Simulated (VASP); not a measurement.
# TiCo (Pm-3m) in VASP: a series of runs

TiCo is run at these levels: PBE, r2SCAN; tasks: relaxation of cell and atoms, single point.

Program: VASP 6.6.1. These are calculated values, not measurements. Logs are shortened: lines on timing, memory, paths and dates and some standing lists are left out, and cuts for length are marked.

### Step 1. The cell of the first run

Symmetry: Pm-3m, No. 221, cubic system. Conventional cell: a = 2.717 Å, b = 2.717 Å, c = 2.717 Å, α = 90.00°, β = 90.00°, γ = 90.00°. Ti (site symmetry m-3m) has 8 Co at 2.35 Å and 6 Ti at 2.72 Å within 3.1 Å. Co (site symmetry m-3m) has 8 Ti at 2.35 Å and 6 Co at 2.72 Å within 3.1 Å.

### Step 2. Relaxation of cell and atoms, PBE, collinear spin, ferromagnetic start, target pressure 90 GPa, at which the enthalpy is minimised

Contents of INCAR:

```
PREC = Accurate ; ENCUT = 600
EDIFF = 1E-7 ; ISMEAR = 0
SIGMA = 0.1 ; LREAL = F
LASPH = T ; NELM = 150
ALGO = Fast ; ISIF = 3
LWAVE = F ; LCHARG = F
ISPIN = 2 ; MAGMOM = 0 0.3
LORBIT = 11 ; LMAXMIX = 4
GGA = PE ; IBRION = 2
NSW = 70 ; EDIFFG = -0.008
PSTRESS = 900.0
```

Contents of KPOINTS:

```
regular mesh
0
Gamma
  16 16 16
```

Contents of POSCAR:

```
TiCo
1.0
    2.7172329796      0.0000000000      0.0000000000
    0.0000000000      2.7172329796      0.0000000000
    0.0000000000      0.0000000000      2.7172329796
Ti Co
1 1
Direct
    0.0000000000      0.0000000000      0.0000000000
    0.5000000000      0.5000000000      0.5000000000
```

Potentials or basis: VASP PAW PBE potentials, release 64 (Ti_sv, Co).

Launch:

```bash
$ cat potpaw_PBE.64/Ti_sv/POTCAR potpaw_PBE.64/Co/POTCAR > POTCAR
$ mpirun -np 1 vasp_std > vasp.out
```

OUTCAR:

```text
PREC = Accurate
   ENCUT = 600
   EDIFF = 1E-7
   ISMEAR = 0
   LREAL = F
   LASPH = T
   NELM = 150
   ISIF = 3
   ISPIN = 2
   LORBIT = 11
   GGA = PE
   IBRION = 2
   NSW = 70
   EDIFFG = -0.008
   PSTRESS = 900.0

 ion  position               nearest neighbor table
   1  0.000  0.000  0.000-   2 2.35   2 2.35   2 2.35   2 2.35   2 2.35   2 2.35   2 2.35   2 2.35

   2  0.500  0.500  0.500-   1 2.35   1 2.35   1 2.35   1 2.35   1 2.35   1 2.35   1 2.35   1 2.35

  LATTYP: Found a simple cubic cell.
 ALAT       =     2.7172329796

  Lattice vectors:

 A1 = (   2.7172329796,   0.0000000000,   0.0000000000)
 A2 = (   0.0000000000,   2.7172329796,   0.0000000000)
 A3 = (   0.0000000000,   0.0000000000,   2.7172329796)

Analysis of symmetry for initial positions (statically):
=====================================================================
 Subroutine PRICEL returns:
 Original cell was already a primitive cell.

 Routine SETGRP: Setting up the symmetry group for a
 simple cubic supercell.

 Subroutine GETGRP returns: Found 48 space group operations
 (whereof 48 operations were pure point group operations)
 out of a pool of 48 trial point group operations.

The static configuration has the point symmetry O_h .

Analysis of symmetry for dynamics (positions and initial velocities):
=====================================================================
 Subroutine PRICEL returns:
 Original cell was already a primitive cell.

 Routine SETGRP: Setting up the symmetry group for a
 simple cubic supercell.

 Subroutine GETGRP returns: Found 48 space group operations
 (whereof 48 operations were pure point group operations)
 out of a pool of 48 trial point group operations.

The dynamic configuration has the point symmetry O_h .

Analysis of structural, dynamic, and magnetic symmetry:
=====================================================================
 Subroutine PRICEL returns:
 Original cell was already a primitive cell.

 Routine SETGRP: Setting up the symmetry group for a
 simple cubic supercell.

 Subroutine GETGRP returns: Found 48 space group operations
 (whereof 48 operations were pure point group operations)
 out of a pool of 48 trial point group operations.

The overall configuration has the point symmetry O_h .

 Subroutine INISYM returns: Found 48 space group operations
 (whereof 48 operations are pure point group operations),
 and found     1 'primitive' translations

----------------------------------------------------------------------------------------

                                     Primitive cell

  volume of cell :      20.0623

  direct lattice vectors                    reciprocal lattice vectors
     2.717232980  0.000000000  0.000000000     0.368021442  0.000000000  0.000000000
     0.000000000  2.717232980  0.000000000     0.000000000  0.368021442  0.000000000
     0.000000000  0.000000000  2.717232980     0.000000000  0.000000000  0.368021442

  length of vectors
     2.717232980  2.717232980  2.717232980     0.368021442  0.368021442  0.368021442

  position of ions in fractional coordinates (direct lattice)
     0.000000000  0.000000000  0.000000000
     0.500000000  0.500000000  0.500000000

  ion indices of the primitive-cell ions
   primitive index   ion index
                 1           1
                 2           2

----------------------------------------------------------------------------------------

 KPOINTS: regular mesh

Automatic generation of k-mesh.
 Grid dimensions read from file:
 generate k-points for:   16   16   16

 Generating k-lattice:

  Cartesian coordinates                     Fractional coordinates (reciprocal lattice)
     0.023001340  0.000000000  0.000000000     0.062500000  0.000000000  0.000000000
     0.000000000  0.023001340  0.000000000     0.000000000  0.062500000  0.000000000
     0.000000000  0.000000000  0.023001340     0.000000000  0.000000000  0.062500000

  Length of vectors
     0.023001340  0.023001340  0.023001340

  Shift w.r.t. Gamma in fractional coordinates (k-lattice)
     0.000000000  0.000000000  0.000000000

 Subroutine IBZKPT returns following result:
 ===========================================

 Found    165 irreducible k-points:

 Following reciprocal coordinates:
            Coordinates               Weight
  0.000000  0.000000  0.000000      1.000000
  0.062500  0.000000  0.000000      6.000000
  0.125000  0.000000  0.000000      6.000000
  0.187500  0.000000  0.000000      6.000000
  0.250000  0.000000  0.000000      6.000000
  0.312500  0.000000  0.000000      6.000000
[... 16 lines left out ...]
  0.437500  0.125000  0.000000     24.000000
  0.500000  0.125000  0.000000     12.000000
 [... further k-points ...]
   k-points           NKPTS =    165   k-points in BZ     NKDIM =    165   number of bands    NBANDS=     14
   number of dos      NEDOS =    301   number of ions     NIONS =      2
   total plane-waves  NPLWV =  13824
[... 31 lines left out ...]
   EFERMI_NEDOS =   21; number of points for ismear=-14 and -15
   IALGO  =     68    algorithm
   IMIX   =      4    mixing-type and parameters
     AMIX     =   0.40;   BMIX     =  1.00
     AMIX_MAG =   1.60;   BMIX_MAG =  1.00
  volume/ion in A,a.u.               =      10.03        67.69
  Fermi-wavevector in a.u.,A,eV,Ry     =   1.662217  3.141135 37.592426  2.762965
  Thomas-Fermi vector in A             =   2.749146
   LORBIT       =     11    0 simple, 1 ext, 2 COOP (PROOUT), +10 PAW based schemes
   GGA     = PE    functional components
   LHFCALC =     F    Hartree Fock is set to
   AEXX    =    0.0000 exact exchange contribution
   IVDW    =     0    specifies the selected vdW correction
   LEPSILON=     F    determine dielectric tensor
   LRPA    =     F    only Hartree local field effects (RPA)
 conjugate gradient relaxation of ions
 spin polarized calculation
 RMM-DIIS sequential band-by-band and
 Gauss-broadening in eV      SIGMA  =   0.10
  energy-cutoff  :      600.00
  volume of cell :       20.06
 maximum number of plane-waves:       691
 NGX is ok and might be reduce to    24
   NGX = 11   NGY = 11   NGZ = 11

--------------------------------------- Ionic step        1  -------------------------------------------

 number of electron      21.0000006 magnetization      -0.0000194

 number of electron      21.0000006 magnetization       0.0000083

 Free energy of the ion-electron system (eV)
  ---------------------------------------------------
  ext. energy  EPLUGINS =         0.00000000
  ---------------------------------------------------
  free energy    TOTEN  =       -14.39815093 eV

  energy without entropy =      -14.38514731  energy(sigma->0) =      -14.39164912

------------------------ aborting loop because EDIFF is reached ----------------------------------------

  FORCE on cell =-STRESS in cart. coord.  units (eV):
  Direction    XX          YY          ZZ          XY          YZ          ZX
  --------------------------------------------------------------------------------------
  -------------------------------------------------------------------------------------
  Total       10.1864541     10.1864541     10.1864541      0.0000000      0.0000000      0.0000000
  in kB      813.4914319    813.4914319    813.4914319      0.0000000      0.0000000      0.0000000
  external PRESSURE =     -86.5085681 kB  Pullay stress =     900.0000000 kB
[... 105 lines left out ...]
--------------------------------------- Ionic step        4  -------------------------------------------

 number of electron      21.0000003 magnetization      -0.0000004

 number of electron      21.0000003 magnetization       0.0000002

 Free energy of the ion-electron system (eV)
  ---------------------------------------------------
  ext. energy  EPLUGINS =         0.00000000
  ---------------------------------------------------
  free energy    TOTEN  =       -14.20782041 eV

  energy without entropy =      -14.19535238  energy(sigma->0) =      -14.20158639

 E-fermi :  14.4497     XC(G=0): -14.2655

 val. band max:       14.4375060879   @ k =   0.4375   0.3125   0.1875
 cond. band min:      14.4519970740   @ k =   0.4375   0.1875   0.0000
 fundamental gap:      0.0144909861
 Fermi energy:        14.4497411015

 spin component 1

 k-point     1 :       0.0000    0.0000    0.0000
  band No.  band energies     occupation
      1     -42.3856      1.00000
      2     -18.3057      1.00000
      3     -18.3057      1.00000
      4     -18.3057      1.00000
      5       5.5763      1.00000
      6       8.6788      1.00000
      7       8.6788      1.00000
      8      12.2311      1.00000
      9      12.2311      1.00000
     10      12.2311      1.00000
     11      15.4234      0.00000
     12      15.4234      0.00000
     13      18.3091      0.00000
     14      18.3091      0.00000
[... 376 lines left out ...]
  band No.  band energies     occupation
      1     -42.2582      1.00000
      2     -19.1134      1.00000
      3     -18.3642      1.00000
      4     -18.2427      1.00000
      5       9.6891      1.00000
      6       9.9869      1.00000
      7      10.8071      1.00000
      8      11.9506      1.00000
      9      12.0675      1.00000
     10      12.3361      1.00000
     11      13.6392      1.00000
     12      14.4327      0.59549
     13      15.7647      0.00000
     14      15.9174      0.00000

 [... further k-points ...]

 spin component 2

 k-point     1 :       0.0000    0.0000    0.0000
  band No.  band energies     occupation
      1     -42.3856      1.00000
      2     -18.3057      1.00000
      3     -18.3057      1.00000
      4     -18.3057      1.00000
      5       5.5763      1.00000
      6       8.6788      1.00000
      7       8.6788      1.00000
      8      12.2311      1.00000
      9      12.2311      1.00000
     10      12.2311      1.00000
     11      15.4234      0.00000
     12      15.4234      0.00000
     13      18.3091      0.00000
     14      18.3091      0.00000
[... 420 lines left out ...]
  FREE ENERGIE OF THE ION-ELECTRON SYSTEM (eV)
  ---------------------------------------------------
  free  energy   TOTEN  =       -14.2078204063 eV

  energy  without entropy=      -14.1953523756  energy(sigma->0) =      -14.20158639

  enthalpy is  TOTEN    =        -3.1382503679 eV   P V=       11.0695700384

 reached required accuracy - stopping structural energy minimisation

 total charge

# of ion       s       p       d       tot
------------------------------------------
    1        2.334   6.298   2.244  10.876
    2        0.663   0.658   7.602   8.923
--------------------------------------------------
tot          2.997   6.956   9.847  19.799

 magnetization (x)

# of ion       s       p       d       tot
------------------------------------------
    1        0.000  -0.000  -0.000   0.000
    2        0.000  -0.000   0.000   0.000
--------------------------------------------------
tot          0.000  -0.000   0.000   0.000
```

Wall time 7.2 min (1 thread of Intel Xeon 6975P-C (Granite Rapids), shared host); peak memory 0.26 GiB.

What came out:

| Quantity | Value |
| --- | --- |
| Free energy | -14.2078 eV |
| Relaxed volume | 9.85 Å³/atom |
| Relaxed cell | a = 2.701 Å, b = 2.701 Å, c = 2.701 Å, α = 90.00°, β = 90.00°, γ = 90.00° |
| Space group after relaxing (to 0.05 Å) | Pm-3m (No. 221) |
| Energy change on relaxing (the enthalpy is what falls) | +95.2 meV/atom |
| Ionic steps | 4 |
| Pressure after relaxing | 89.9 GPa |
| Net moment | 0.00 μB per cell |
| Valence electrons inside the program's atomic spheres | Ti 10.88; Co 8.92 |

The path:
```csv
step,energy change (eV),largest force (eV/Å),pressure (GPa),volume (Å³)
1,0.0000,0.0000,81.35,20.06
2,0.9690,0.0000,123.79,18.53
3,0.1860,0.0000,89.80,19.71
4,0.1903,0.0000,89.93,19.71
```

Final structure:
```yaml
crystal:
  lattice:
    - [2.70105, 0.00000, 0.00000]
    - [0.00000, 2.70105, 0.00000]
    - [0.00000, 0.00000, 2.70105]
  atoms:
    - { symbol: Ti, position: [0.00000, 0.00000, 0.00000] }
    - { symbol: Co, position: [0.50000, 0.50000, 0.50000] }
```

Caveat: the cell is relaxed towards a set pressure, so the enthalpy falls and the energy may rise.

### Step 3. Single point, PBE, collinear spin, ferromagnetic start

This run uses another cell than the first one, of 13.31 Å³/atom, 1.327 times its volume.

Contents of INCAR:

```
SYSTEM = TiCo
ALGO     = Normal         ! electronic algorithm
EDIFF    = 1E-6           ! SCF threshold, eV
ENCUT    = 520            ! plane-wave cutoff, eV
GGA      = PE             ! functional
ISIF     = 2              ! what is computed and relaxed
ISMEAR   = 0              ! smearing method
ISPIN    = 2              ! spin polarisation
LASPH    = .TRUE.         ! aspherical terms in the spheres
LCHARG   = .FALSE.        ! write CHGCAR
LMAXMIX  = 4              ! l up to which the mixer works
LORBIT   = 11             ! projections on sites
LREAL    = .FALSE.        ! projectors in reciprocal space
LWAVE    = .FALSE.        ! write WAVECAR
MAGMOM   = 0 1.09         ! initial moments
NBANDS   = 22             ! bands
NELM     = 150            ! most SCF steps
PREC     = Accurate       ! precision mode
SIGMA    = 0.1            ! smearing width, eV
```

Contents of KPOINTS:

```
k-points
0
G
  14 14 14
  0 0 0
```

Contents of POSCAR:

```
TiCo
1.0
    2.9855872876      0.0000000000      0.0000000000
    0.0000000000      2.9855872876      0.0000000000
    0.0000000000      0.0000000000      2.9855872876
Ti Co
1 1
Direct
    0.0000000000      0.0000000000      0.0000000000
    0.5000000000      0.5000000000      0.5000000000
```

Potentials or basis: VASP PAW PBE potentials, release 64 (Ti_sv, Co).

Launch:

```bash
$ cat potpaw_PBE.64/Ti_sv/POTCAR potpaw_PBE.64/Co/POTCAR > POTCAR
$ mpirun -np 1 vasp_std > vasp.out
```

Wall time 48 s (1 thread of Intel Xeon 6975P-C (Granite Rapids), shared host); peak memory 0.22 GiB.

It converged, with:

* Free energy: -15.6786 eV
* Pressure: -0.5 GPa
* Net moment: 0.87 μB per cell
* Site moments: Ti -0.03; Co +0.95 μB
* Valence electrons inside the program's atomic spheres: Ti 10.29; Co 8.29

Levels at points of the mesh, in eV from the Fermi level:
Spin up:
| k point | band 8 | band 9 | band 10 | band 11 | band 12 | band 13 | band 14 | band 15 |
| --- | --- | --- | --- | --- | --- | --- | --- | --- |
| (0.00, 0.00, 0.00) | -1.88 | -1.88 | -1.88 | 0.48 | 0.48 | 2.68 | 2.68 | 2.68 |
| (0.50, 0.00, 0.00) | -1.99 | -1.99 | -1.52 | -0.68 | -0.62 | 0.67 | 0.67 | 2.24 |
| (0.50, 0.50, 0.00) | -2.73 | -1.52 | -0.79 | 0.64 | 0.64 | 1.11 | 2.45 | 2.45 |
| (0.50, 0.50, 0.50) | -2.07 | -2.07 | -2.07 | -1.49 | -1.49 | 3.21 | 3.21 | 6.92 |
Spin down:
```
           k point  band 6  band 7  band 8  band 9  band 10  band 11  band 12  band 13  band 14  band 15
(0.00, 0.00, 0.00)   -3.50   -3.50   -1.32   -1.32    -1.32     1.05     1.05     2.78     2.78     2.78
(0.50, 0.00, 0.00)   -3.80   -1.85   -1.39   -1.39    -0.88    -0.79     0.61     0.68     0.68     2.26
(0.50, 0.50, 0.00)   -3.68   -2.28   -2.28    0.02     0.31     0.61     0.61     1.27     2.64     2.64
(0.50, 0.50, 0.50)   -2.31   -2.31   -2.07   -2.07    -2.07     0.05     0.05     3.14     3.14     7.22
```

### Step 4. Single point, r2SCAN, collinear spin, ferrimagnetic start

This run uses another cell than the first one, of 13.31 Å³/atom, 1.327 times its volume.

POSCAR is that of step 3.

Contents of INCAR.step1:

```
PREC     = Accurate       # precision mode
ENCUT    = 520            # plane-wave cutoff, eV
ISMEAR   = 0              # smearing method
SIGMA    = 0.1            # smearing width, eV
LREAL    = False          # projectors in reciprocal space
LASPH    = True           # aspherical terms in the spheres
NELM     = 150            # most SCF steps
ISPIN    = 2              # spin polarisation
MAGMOM   = -1 3           # initial moments
LMAXMIX  = 4              # l up to which the mixer works
NBANDS   = 22             # bands
GGA      = PE             # functional
ALGO     = Normal         # electronic algorithm
EDIFF    = 1E-4           # SCF threshold, eV
LWAVE    = True           # write WAVECAR
LCHARG   = False          # write CHGCAR
```

Contents of INCAR.step2:

```
PREC     = Accurate       # precision mode
ENCUT    = 520            # plane-wave cutoff, eV
EDIFF    = 1E-6           # SCF threshold, eV
ISMEAR   = 0              # smearing method
SIGMA    = 0.1            # smearing width, eV
LREAL    = False          # projectors in reciprocal space
LASPH    = True           # aspherical terms in the spheres
NELM     = 150            # most SCF steps
ALGO     = Normal         # electronic algorithm
ISIF     = 2              # what is computed and relaxed
LWAVE    = False          # write WAVECAR
LCHARG   = False          # write CHGCAR
ISPIN    = 2              # spin polarisation
MAGMOM   = -1 3           # initial moments
LORBIT   = 11             # projections on sites
LMAXMIX  = 4              # l up to which the mixer works
METAGGA  = R2SCAN         # meta-GGA
LMIXTAU  = True         
NBANDS   = 22             # bands
ISTART   = 1
```

Contents of KPOINTS:

```
regular mesh
0
Gamma
  14 14 14
```

Launch:

```bash
$ cat potpaw_PBE.64/Ti_sv/POTCAR potpaw_PBE.64/Co/POTCAR > POTCAR
$ cp INCAR.step1 INCAR
$ mpirun -np 1 vasp_std > vasp.out
$ cp INCAR.step2 INCAR
$ mpirun -np 1 vasp_std > vasp.out
```

Run time: 2.4 min. Hardware: 1 thread of Intel Xeon 6975P-C (Granite Rapids), shared host; peak memory 0.23 GiB.

The run converged. Its results:

```yaml
Free_energy: -27.0280 eV
Pressure: 0.9 GPa
Net_moment: 0.89 μB per cell
Site_moments: Ti -0.28; Co +1.38 μB
Valence_electrons_inside_the_program's_atomic_spheres: Ti 10.25; Co 8.32
```

Levels at points of the mesh, in eV from the Fermi level:
Spin up:
```
           k point  band 9  band 10  band 11  band 12  band 13  band 14
(0.00, 0.00, 0.00)   -2.36    -2.36     0.56     0.56     2.90     2.90
(0.50, 0.00, 0.00)   -2.51    -2.06    -1.22    -0.30     0.87     0.87
(0.50, 0.50, 0.00)   -2.38    -1.27     0.66     0.66     1.31     2.58
(0.50, 0.50, 0.50)   -2.35    -2.07    -2.07    -2.07     3.70     3.70
```
Spin down:
| k point | band 8 | band 9 | band 10 | band 11 | band 12 | band 13 |
| --- | --- | --- | --- | --- | --- | --- |
| (0.00, 0.00, 0.00) | -1.44 | -1.44 | -1.44 | 1.58 | 1.58 | 2.88 |
| (0.50, 0.00, 0.00) | -1.55 | -1.19 | -1.00 | -0.90 | 0.70 | 0.70 |
| (0.50, 0.50, 0.00) | -2.46 | 0.24 | 0.24 | 1.02 | 1.11 | 1.27 |
| (0.50, 0.50, 0.50) | -2.34 | -2.34 | -2.34 | 1.06 | 1.06 | 3.26 |

Caveat: the PAW data sets were made with another functional, which shifts forces and pressure a little.

### Step 5. The runs side by side

```tsv
task	level	spin	cell	k mesh	cutoff (eV)	gap on the mesh (eV)	pressure (GPa)	moment (μB)
relaxation of cell and atoms	PBE	collinear, ferromagnetic start	relaxed to 90 GPa from a = 2.717 Å, 2 atoms	16 × 16 × 16	600	none	89.9	0.00
single point	PBE	collinear, ferromagnetic start	a = 2.986 Å, 2 atoms	14 × 14 × 14	520	none	-0.5	0.87
single point	r2SCAN	collinear, ferrimagnetic start	a = 2.986 Å, 2 atoms	14 × 14 × 14	520	none	0.9	0.89
```

Alike in all rows: potentials or basis VASP PAW PBE potentials, release 64 (Ti_sv, Co); smearing gaussian 0.1 eV.

Caveats: the cell is relaxed towards a set pressure, so the enthalpy falls and the energy may rise (some runs); the PAW data sets were made with another functional, which shifts forces and pressure a little (some runs).

Absolute energies hang on the potentials; compare differences alone.
